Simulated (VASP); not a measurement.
# Cu2Au (I4/mmm) in VASP: single point with PBE

Aim: the single point of Cu2Au with PBE.

Program: VASP 6.6.1. These are calculated values, not measurements. Logs are shortened: lines on timing, memory, paths and dates and some standing lists are left out, and cuts for length are marked.

### 1 The cell of the first run

The structure is tetragonal, space group I4/mmm (No. 139). Conventional cell: a = 3.110 Å, b = 3.110 Å, c = 8.694 Å, α = 90.00°, β = 90.00°, γ = 90.00°. Within 3.3 Å of Cu (site symmetry 4mm) lie 9 Cu at 2.53 to 3.11 Å and 5 Au at 2.69 to 2.80 Å. Au (site symmetry 4/mmm) has 10 Cu at 2.69 to 2.80 Å and 4 Au at 3.11 Å within 3.5 Å.

### 2 Single point, PBE

INCAR reads:

```
  PREC = Accurate
  ENCUT = 520
  EDIFF = 1E-6
  ISMEAR = 0
  SIGMA = 0.1
  LREAL = F
  LASPH = T
  NELM = 100
  ALGO = Fast
  ISIF = 2
  LWAVE = F
  LCHARG = F
  GGA = PE
  NBANDS = 24
```

KPOINTS reads:

```
regular mesh
0
Gamma
  14 14 14
```

POSCAR reads:

```
Cu2Au
1.0
    0.0000000000      0.0000000000      3.1102984910
    0.0000000000      3.1102984910      0.0000000000
   -4.3470286988     -1.5551492455     -1.5551492455
Cu Au
2 1
Direct
    0.3446963997      0.3446963997      0.6893927994
   -0.0113630663     -0.0113630663     -0.0227261327
    0.6666666667      0.6666666667      0.3333333333
```

Potentials or basis: VASP PAW PBE potentials, release 64 (Cu, Au).

Started as:

```console
$ cat potpaw_PBE.64/Cu/POTCAR potpaw_PBE.64/Au/POTCAR > POTCAR
$ mpirun -np 1 vasp_std > vasp.out
```

OUTCAR:

```text
PREC = Accurate
   ENCUT = 520
   EDIFF = 1E-6
   ISMEAR = 0
   LREAL = F
   LASPH = T
   NELM = 100
   ISIF = 2
   GGA = PE

 ion  position               nearest neighbor table
   1  0.345  0.345  0.689-   2 2.53   2 2.53   2 2.53   2 2.53   3 2.69   3 2.69   3 2.69   3 2.69
                             3 2.80
   2  0.989  0.989  0.977-   1 2.53   1 2.53   1 2.53   1 2.53   3 2.69   3 2.69   3 2.69   3 2.69
                             3 2.80
   3  0.667  0.667  0.333-   2 2.69   2 2.69   2 2.69   2 2.69   1 2.69   1 2.69   1 2.69   1 2.69
                             1 2.80   2 2.80

  LATTYP: Found a body centered tetragonal cell.
 ALAT       =     3.1102984910
 C/A-ratio  =     2.7952485663

  Lattice vectors:

 A1 = (   4.3470286988,  -1.5551492455,   1.5551492455)
 A2 = (   4.3470286988,   1.5551492455,  -1.5551492455)
 A3 = (  -4.3470286988,   1.5551492455,   1.5551492455)

Analysis of symmetry for initial positions (statically):
=====================================================================
 Subroutine PRICEL returns:
 Original cell was already a primitive cell.

 Routine SETGRP: Setting up the symmetry group for a
 body centered tetragonal supercell.

 Subroutine GETGRP returns: Found 16 space group operations
 (whereof  8 operations were pure point group operations)
 out of a pool of 16 trial point group operations.

The static configuration has the point symmetry C_4v.
 The point group associated with its full space group is D_4h.

Analysis of symmetry for dynamics (positions and initial velocities):
=====================================================================
 Subroutine PRICEL returns:
 Original cell was already a primitive cell.

 Routine SETGRP: Setting up the symmetry group for a
 body centered tetragonal supercell.

 Subroutine GETGRP returns: Found 16 space group operations
 (whereof  8 operations were pure point group operations)
 out of a pool of 16 trial point group operations.

The dynamic configuration has the point symmetry C_4v.
 The point group associated with its full space group is D_4h.

 Subroutine INISYM returns: Found 16 space group operations
 (whereof  8 operations are pure point group operations),
 and found     1 'primitive' translations

----------------------------------------------------------------------------------------

                                     Primitive cell

  volume of cell :      42.0530

  direct lattice vectors                    reciprocal lattice vectors
     0.000000000  0.000000000  3.110298491    -0.115021095  0.000000000  0.321512550
     0.000000000  3.110298491  0.000000000    -0.115021095  0.321512550  0.000000000
    -4.347028699 -1.555149245 -1.555149245    -0.230042190  0.000000000  0.000000000

  length of vectors
     3.110298491  3.110298491  4.871718060     0.341467674  0.341467674  0.230042190

  position of ions in fractional coordinates (direct lattice)
     0.344696400  0.344696400  0.689392799
     0.988636934  0.988636934  0.977273867
     0.666666667  0.666666667  0.333333333

  ion indices of the primitive-cell ions
   primitive index   ion index
                 1           1
                 2           2
                 3           3

----------------------------------------------------------------------------------------

 KPOINTS: regular mesh

Automatic generation of k-mesh.
 Grid dimensions read from file:
 generate k-points for:   14   14   14

 Generating k-lattice:

  Cartesian coordinates                     Fractional coordinates (reciprocal lattice)
    -0.008215792  0.000000000  0.022965182     0.071428571  0.000000000  0.000000000
    -0.008215792  0.022965182  0.000000000     0.000000000  0.071428571  0.000000000
    -0.016431585  0.000000000  0.000000000     0.000000000  0.000000000  0.071428571

  Length of vectors
     0.024390548  0.024390548  0.016431585

  Shift w.r.t. Gamma in fractional coordinates (k-lattice)
     0.000000000  0.000000000  0.000000000

 Subroutine IBZKPT returns following result:
 ===========================================

 Found    244 irreducible k-points:

 Following reciprocal coordinates:
            Coordinates               Weight
  0.000000  0.000000  0.000000      1.000000
  0.071429  0.000000 -0.000000      8.000000
  0.142857  0.000000 -0.000000      8.000000
  0.214286  0.000000  0.000000      8.000000
  0.285714  0.000000 -0.000000      8.000000
  0.357143  0.000000  0.000000      8.000000
[... 16 lines left out ...]
  0.214286  0.142857  0.000000     16.000000
  0.285714  0.142857  0.000000     16.000000
 [... further k-points ...]
   k-points           NKPTS =    244   k-points in BZ     NKDIM =    244   number of bands    NBANDS=     24
   number of dos      NEDOS =    301   number of ions     NIONS =      3
   total plane-waves  NPLWV =  20736
   dimension x,y,z NGX =    24 NGY =   24 NGZ =   36
   dimension x,y,z NGXF=    48 NGYF=   48 NGZF=   72
   ions per type =               2   1
   NGX,Y,Z   is equivalent  to a cutoff of  12.83, 12.83, 12.28 a.u.
   NGXF,Y,Z  is equivalent  to a cutoff of  25.66, 25.66, 24.57 a.u.
 SYSTEM =  unknown system
   PREC   = accura    normal or accurate (medium, high low for compatibility)
   ISTART =      0    job   : 0-new  1-cont  2-samecut
   ICHARG =      2    charge: 1-file 2-atom 10-const
   ISPIN  =      1    spin polarized calculation?
   LNONCOLLINEAR =      F non collinear calculations
   LSORBIT =      F    spin-orbit coupling
   LASPH  =      T    aspherical Exc in radial PAW
   ENCUT  =  520.0 eV  38.22 Ry    6.18 a.u.   5.78  5.78  9.06*2*pi/ulx,y,z
   NELM   =    100;   NELMIN=  2; NELMDL= -5     # of ELM steps
   EDIFF  = 0.1E-05   stopping-criterion for ELM
   LREAL  =      F    real-space projection
   EDIFFG = 0.1E-04   stopping-criterion for IOM
   NSW    =      0    number of steps for IOM
   IBRION =     -1    ionic relax: 0-MD 1-quasi-New 2-CG
   NFREE  =      0    steps in history (QN), initial steepest desc. (CG)
   ISIF   =      2    stress and relaxation
   ISYM   =      2    0-nonsym 1-usesym 2-fastsym
   POTIM  = 0.5000    time-step for ionic-motion
   TEBEG  =    0.0;   TEEND  =   0.0 temperature during run
   PSTRESS=    0.0 pullay stress
   NELECT =      33.0000    total number of electrons
   NUPDOWN=      -1.0000    fix difference up-down
   EMIN   =  10.00;   EMAX   =-10.00  energy-range for DOS
   EFERMI =   0.00;   METHOD = LEGACY
   ISMEAR =     0;   SIGMA  =   0.10  broadening in eV -4-tet -1-fermi 0-gaus
   EFERMI_NEDOS =   21; number of points for ismear=-14 and -15
   IALGO  =     68    algorithm
   IMIX   =      4    mixing-type and parameters
     AMIX     =   0.40;   BMIX     =  1.00
     AMIX_MAG =   1.60;   BMIX_MAG =  1.00
  volume/ion in A,a.u.               =      14.02        94.60
  Fermi-wavevector in a.u.,A,eV,Ry     =   1.510013  2.853510 31.023165  2.280138
  Thomas-Fermi vector in A             =   2.620259
   LORBIT       =      0    0 simple, 1 ext, 2 COOP (PROOUT), +10 PAW based schemes
   GGA     = PE    functional components
   LHFCALC =     F    Hartree Fock is set to
   AEXX    =    0.0000 exact exchange contribution
   IVDW    =     0    specifies the selected vdW correction
   LEPSILON=     F    determine dielectric tensor
   LRPA    =     F    only Hartree local field effects (RPA)
 non-spin polarized calculation
 RMM-DIIS sequential band-by-band and
 Gauss-broadening in eV      SIGMA  =   0.10
  energy-cutoff  :      520.00
  volume of cell :       42.05
 maximum number of plane-waves:      1150
   NGX = 11   NGY = 11   NGZ = 19

 number of electron      32.9999990 magnetization

 Free energy of the ion-electron system (eV)
  ---------------------------------------------------
  ext. energy  EPLUGINS =         0.00000000
  ---------------------------------------------------
  free energy    TOTEN  =       -10.75242333 eV

  energy without entropy =      -10.74734444  energy(sigma->0) =      -10.74988388

 E-fermi :   8.0017     XC(G=0): -12.5247

 val. band max:        7.9916133380   @ k =  -0.1429   0.4286   0.0714
 cond. band min:       8.0059193572   @ k =  -0.4286   0.0714   0.0714
 fundamental gap:      0.0143060192
 Fermi energy:         8.0017359852

 k-point     1 :       0.0000    0.0000    0.0000
  band No.  band energies     occupation
      1      -1.3670      2.00000
      2       2.2240      2.00000
      3       2.3927      2.00000
      4       4.0060      2.00000
      5       4.0060      2.00000
      6       4.1773      2.00000
[... 16 lines left out ...]
     23      20.0838      0.00000
     24      20.4293      0.00000

 k-point     2 :       0.0714    0.0000   -0.0000
  band No.  band energies     occupation
      1      -1.2642      2.00000
      2       2.2606      2.00000
      3       2.4327      2.00000
      4       3.7916      2.00000
      5       3.9941      2.00000
      6       4.1530      2.00000
[... 16 lines left out ...]
     23      20.2719      0.00000
     24      21.4720      0.00000

 k-point     3 :       0.1429    0.0000   -0.0000
  band No.  band energies     occupation
      1      -0.9614      2.00000
      2       2.3111      2.00000
      3       2.5994      2.00000
      4       3.4215      2.00000
      5       3.9500      2.00000
      6       4.0694      2.00000
[... 16 lines left out ...]
     23      20.4252      0.00000
     24      22.4757      0.00000

 k-point     4 :       0.2143    0.0000    0.0000
  band No.  band energies     occupation
      1      -0.4768      2.00000
      2       2.3342      2.00000
      3       2.8498      2.00000
      4       3.0908      2.00000
      5       3.8505      2.00000
      6       3.9310      2.00000
[... 16 lines left out ...]
     23      20.6565      0.00000
     24      22.4342      0.00000

 k-point     5 :       0.2857    0.0000   -0.0000
  band No.  band energies     occupation
      1       0.1505      2.00000
      2       2.2906      2.00000
      3       2.7473      2.00000
      4       3.2742      2.00000
      5       3.6642      2.00000
      6       3.8220      2.00000
[... 451 lines left out ...]
 k-point    22 :       0.1429    0.1429   -0.0000
  band No.  band energies     occupation
      1      -0.4789      2.00000
      2       2.4756      2.00000
      3       2.6468      2.00000
      4       3.3143      2.00000
      5       3.5197      2.00000
      6       3.9002      2.00000
[... 16 lines left out ...]
     23      23.4688      0.00000
     24      23.5222      0.00000

 k-point    23 :       0.2143    0.1429    0.0000
  band No.  band energies     occupation
      1       0.0276      2.00000
      2       2.5028      2.00000
      3       2.8459      2.00000
      4       3.1008      2.00000
      5       3.4426      2.00000
      6       3.7262      2.00000
[... 16 lines left out ...]
     23      22.8970      0.00000
     24      23.9517      0.00000

 k-point    24 :       0.2857    0.1429    0.0000
  band No.  band energies     occupation
      1       0.6523      2.00000
      2       2.4076      2.00000
      3       2.9238      2.00000
      4       3.1216      2.00000
      5       3.3989      2.00000
      6       3.6144      2.00000
[... 16 lines left out ...]
     23      21.5923      0.00000
     24      23.0907      0.00000

 [... further k-points ...]
[... 5 lines left out ...]
  --------------------------------------------------------------------------------------
  -------------------------------------------------------------------------------------
  Total        0.0770716      0.0973442      0.0973442     -0.0000000      0.0000000      0.0000000
  in kB        2.9363532      3.7087207      3.7087207     -0.0000000      0.0000000      0.0000000
  external PRESSURE =       3.4512649 kB  Pullay stress =       0.0000000 kB

 VOLUME and BASIS-vectors are now :
 -----------------------------------------------------------------------------
  energy-cutoff  :      520.00
  volume of cell :       42.05
      direct lattice vectors                 reciprocal lattice vectors
     0.000000000  0.000000000  3.110298491    -0.115021095  0.000000000  0.321512550
     0.000000000  3.110298491  0.000000000    -0.115021095  0.321512550  0.000000000
    -4.347028699 -1.555149245 -1.555149245    -0.230042190  0.000000000  0.000000000

 POSITION                                       TOTAL-FORCE (eV/Angst)
 -----------------------------------------------------------------------------------
     -2.99681      0.00000      0.00000         0.012679      0.000000      0.000000
     -4.24824      1.55515      1.55515        -0.012679     -0.000000     -0.000000
     -1.44901      1.55515      1.55515         0.000000      0.000000     -0.000000
 -----------------------------------------------------------------------------------
    total drift:                                0.000000     -0.000000     -0.000000

  FREE ENERGIE OF THE ION-ELECTRON SYSTEM (eV)
  ---------------------------------------------------
  free  energy   TOTEN  =       -10.7524233288 eV

  energy  without entropy=      -10.7473444375  energy(sigma->0) =      -10.74988388
```

It took 1.8 min on 1 thread of AMD EPYC 9R45 (Zen 5), shared host; peak memory 0.3 GiB.

What came out:

| Quantity | Value |
| --- | --- |
| Free energy | -10.7524 eV |
| Pressure | 0.3 GPa |
| Largest force | 0.013 eV/Å |
| Band gap on the k mesh | zero (an odd number of electrons rules out a gap without spin polarisation) |

Forces on the atoms (eV/Å):
```
Cu   0.013  0.000  0.000
Cu  -0.013  0.000  0.000
Au   0.000  0.000  0.000
```

Stress tensor (GPa, compression positive):
```
0.29 0.00 0.00
0.00 0.37 0.00
0.00 0.00 0.37
```

Levels at points of the mesh, in eV from the Fermi level:
```
           k point  band 12  band 13  band 14  band 15  band 16  band 17  band 18  band 19  band 20  band 21
(0.00, 0.00, 0.00)    -2.35    -2.35    -2.25    -1.93    -1.76     0.97     2.34     9.95     9.95    10.20
(0.50, 0.00, 0.00)    -2.13    -1.82    -1.80    -1.41    -1.34    -1.33    -0.31     4.25    10.36    10.88
(0.50, 0.50, 0.00)    -2.00    -1.99    -1.98    -1.37    -0.86     2.82     3.36     3.68     3.95     5.36
(0.00, 0.00, 0.50)    -2.25    -1.86    -1.79    -1.54    -1.54    -1.45     6.41     6.41     8.82    12.27
```

Caveat: spin-orbit coupling is left out, which moves the levels of the heavy elements.
